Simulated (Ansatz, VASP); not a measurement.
## Two plane-wave programs on HfN

INCAR

```
ALGO     = Normal         # electronic algorithm
EDIFF    = 1E-6           # SCF threshold, eV
ENCUT    = 520            # plane-wave cutoff, eV
GGA      = PS             # functional
ISIF     = 2              # what is computed and relaxed
ISMEAR   = 0              # smearing method
LASPH    = True           # aspherical terms in the spheres
LCHARG   = True           # write CHGCAR
LELF     = True           # ELF
LREAL    = False          # projectors in reciprocal space
LVHAR    = True         
LWAVE    = False          # write WAVECAR
NBANDS   = 14             # bands
NELM     = 60             # most SCF steps
PREC     = Accurate       # precision mode
SIGMA    = 0.1            # smearing width, eV
```

KPOINTS

```
k-points
0
Gamma
  8 8 8
```

POSCAR

```
HfN
1.0
    0.0000000000      2.2590026142      2.2590026142
    2.2590026142      0.0000000000      2.2590026142
    2.2590026142      2.2590026142      0.0000000000
Hf N
1 1
Direct
    0.5000000000      0.5000000000      0.5000000000
    0.0000000000      0.0000000000      0.0000000000
```

Input for Ansatz:

```yaml
crystal:
  lattice:
    - [0.0, 2.2590026142, 2.2590026142]
    - [2.2590026142, 0.0, 2.2590026142]
    - [2.2590026142, 2.2590026142, 0.0]
  atoms:
    - { symbol: Hf, position: [0.5, 0.5, 0.5] }
    - { symbol: "N", position: [0.0, 0.0, 0.0] }
basis:
  ecutwfc: 420
kpoints:
  mp_grid: { grid: [8, 8, 8] }
hamiltonian:
  xc: pbesol
scf:
  occupations: { method: gaussian, width: 0.1 }
output:
  forces: true
  stress: true
  eigenvalues: true
```

Alike in both runs: task single point; functional PBEsol; k mesh 8 × 8 × 8; occupations gaussian, width 0.1 eV; no spin polarisation.

|  | VASP | Ansatz |
| --- | --- | --- |
| version | VASP 6.6.1 | Ansatz 0.2.0 |
| potentials or method | VASP PAW PBE potentials, release 64 (Hf_pv, N), cutoff 520 eV | scalar-relativistic, plane waves, PAW |
| valence electrons in the cell | 15 | 31 |

|  | VASP | Ansatz | Ansatz less VASP |
| --- | --- | --- | --- |
| gap on the k mesh at the Fermi level (eV) | none | none | - |
| pressure (GPa) | -5.0 | -2.8 | +2.18 |

VASP's potentials were made for PBE, not for PBEsol. A gap of «none» marks a metal or a gap that the smearing closes. VASP's potentials hold 15 valence electrons a cell and Ansatz's 31, so a difference there can come from the potentials and not from the codes.

Spin-orbit coupling is off throughout.
